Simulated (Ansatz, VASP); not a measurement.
**One calculation of GaSb3, two programs**

```
Sb Ga
1.0
     0.00000    3.73060    3.73060
     3.73060    0.00000    3.73060
     3.73060    3.73060    0.00000
Sb Ga
3 1
Direct
  0.50000 0.50000 0.50000
  0.75000 0.75000 0.75000
  0.25000 0.25000 0.25000
  0.00000 0.00000 0.00000
```

Alike in both runs: task single point; functional PBE0; k mesh 4 × 4 × 4; occupations fermi-dirac, width 0.05 eV; no spin polarisation.

|  | VASP | Ansatz |
| --- | --- | --- |
| version | VASP 6.6.1 | Ansatz 0.2.0 |
| potentials or method | VASP PAW PBE potentials, release 64 (Sb, Ga_d) | Ansatz PAW |
| plane-wave cutoff (eV) | 520 | 420 |
| valence electrons in the cell | 28 | 58 |

```csv
,VASP,Ansatz,Ansatz less VASP
gap on the k mesh at the Fermi level (eV),none,none,-
pressure (GPa),-5.6,-4.7,+0.85
```

A gap of «none» marks a metal or a gap that the smearing closes. With one functional, cell and mesh, what is left measures potentials, basis and numerics. VASP's potentials hold 28 valence electrons a cell and Ansatz's 58, so a difference there can come from the potentials and not from the codes.

The k mesh is coarse, so the values compare programs but aren't converged. Neither program's run includes spin-orbit coupling.
